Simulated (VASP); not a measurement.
Zr:

```
Zr
1.0
    -1.61600   -2.79899    0.00000
    -1.61600    2.79899    0.00000
     0.00000    0.00000   -5.14700
Zr
2
Direct
  0.33333 0.66667 0.25000
  0.66667 0.33333 0.75000
```

```yaml
Program: VASP 6.6.1
Task: relaxation of cell and atoms
Functional: PBEsol
Potentials_or_basis: VASP PAW PBE potentials, release 64 (Zr_sv)
Cutoff: 600 eV
k_mesh: 15 × 15 × 8
Occupations: gaussian, width 0.1 eV
Spin: no spin polarisation
```

At the start: pressure -3.3 GPa; volume 23.28 Å³/atom.

Problem. How do energy, volume and symmetry change on relaxing?

Solution. Over 11 steps the energy falls by 8.6 meV/atom and the volume is 22.48 Å³/atom (-3.4 %); space group P6_3/mmc (No. 194, to 0.1 Å) before and after.

The path:
```
step  energy change (eV)  largest force (eV/Å)  pressure (GPa)  volume (Å³)
   1              0.0000                0.0000           -3.25        46.56
   2              0.0000                0.0000            3.64        43.45
   3             -0.0167                0.0000           -0.02        44.98
   4             -0.0167                0.0000            0.11        44.95
   5             -0.0171                0.0000            0.06        44.93
   6             -0.0172                0.0000            0.05        44.92
   7             -0.0172                0.0000            0.06        44.93
   8             -0.0172                0.0000            0.06        44.93
   9             -0.0172                0.0000            0.05        44.93
  10             -0.0172                0.0000           -0.08        44.97
  11             -0.0172                0.0000            0.00        44.96
```

Final structure:
```xyz
2
Lattice="-1.5924 -2.7580 0.0000 -1.5924 2.7580 0.0000 0.0000 0.0000 -5.1181" Properties=species:S:1:pos:R:3 pbc="T T T"
Zr   -1.5924    0.9193   -1.2795
Zr   -1.5924   -0.9193   -3.8386
```

Caveat: the PAW data sets were made with another functional, which shifts forces and pressure a little.
